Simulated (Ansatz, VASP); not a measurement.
## Two plane-wave programs on PbF2

```
Pb F
1.0
     0.00000    2.95795    2.95795
     2.95795    0.00000    2.95795
     2.95795    2.95795    0.00000
Pb F
1 2
Direct
  0.98500 0.98500 0.98500
  0.76500 0.76500 0.76500
  0.25000 0.25000 0.25000
```

Change from the starting cell: shortest bond scaled by 0.88, PAW files.

Alike in both runs: task electric field gradients; functional PBE; k mesh 7 × 7 × 7; occupations fermi-dirac, width 0.03 eV; no spin polarisation.

|  | VASP | Ansatz |
| --- | --- | --- |
| version | VASP 6.6.1 | Ansatz 0.2.0 |
| potentials or method | VASP PAW PBE potentials, release 64 (Pb_d, F) | PAW with Ansatz's default frozen-core files, scalar-relativistic |
| plane-wave cutoff (eV) | 520 | 420 |
| valence electrons in the cell | 28 | 28 |

```tsv
	VASP	Ansatz	Ansatz less VASP
gap on the k mesh at the Fermi level (eV)	4.32	4.33	+0.006
pressure (GPa)	5.0	5.1	+0.17
traceless stress, the component that is largest in VASP (GPa)	1.94	1.88	-0.061
rms of the force components (eV/Å)	0.435	0.421	-0.0142
size of Vzz on the site where it differs most (V/Å²)	159.3	180.2	+20.82
```

Atom by atom the forces differ by 0.015 eV/Å (rms over components).

Spin-orbit coupling is off throughout.
